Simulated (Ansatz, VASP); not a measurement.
Sn3PbO4: VASP beside Ansatz

```
CELL_PARAMETERS angstrom
-2.77300 2.77300 4.92414
2.77300 -2.77300 4.92414
2.77300 2.77300 -4.92414
ATOMIC_POSITIONS crystal
Sn 0.13000 0.13000 0.00000
Sn 0.37000 0.87000 0.50000
Sn 0.87000 0.37000 0.50000
Pb 0.63000 0.63000 0.00000
O 0.50000 0.00000 0.00000
O 0.00000 0.50000 0.00000
O 0.50000 0.50000 0.50000
O 0.00000 0.00000 0.50000
```

Alike in both runs: task single point; functional PBE; k mesh 4 × 4 × 4; occupations gaussian, width 0.1 eV; no spin polarisation.

```csv
,VASP,Ansatz
version,VASP 6.6.1,Ansatz 0.2.0
potentials or method,"VASP PAW PBE potentials, release 64 (Sn_d, Pb_d, O), cutoff 520 eV","scalar-relativistic, plane waves, PAW"
valence electrons in the cell,80,80
```

Ansatz gave:

* gap on the k mesh at the Fermi level (eV): 0.49
* least direct gap on the mesh (eV): 1.85
* pressure (GPa): -0.4
* traceless stress, the component that is largest in VASP (GPa): 0.15
* rms of the force components (eV/Å): 0.528

Q: Which values does VASP return?

A: gap on the k mesh at the Fermi level (eV): 0.50; least direct gap on the mesh (eV): 1.85; pressure (GPa): -0.3; traceless stress, the component that is largest in VASP (GPa): 0.16; rms of the force components (eV/Å): 0.521.

Atom by atom the forces differ by 0.025 eV/Å (rms over components). With one functional, cell and mesh, what is left measures potentials, basis and numerics.

Neither program's run includes spin-orbit coupling.
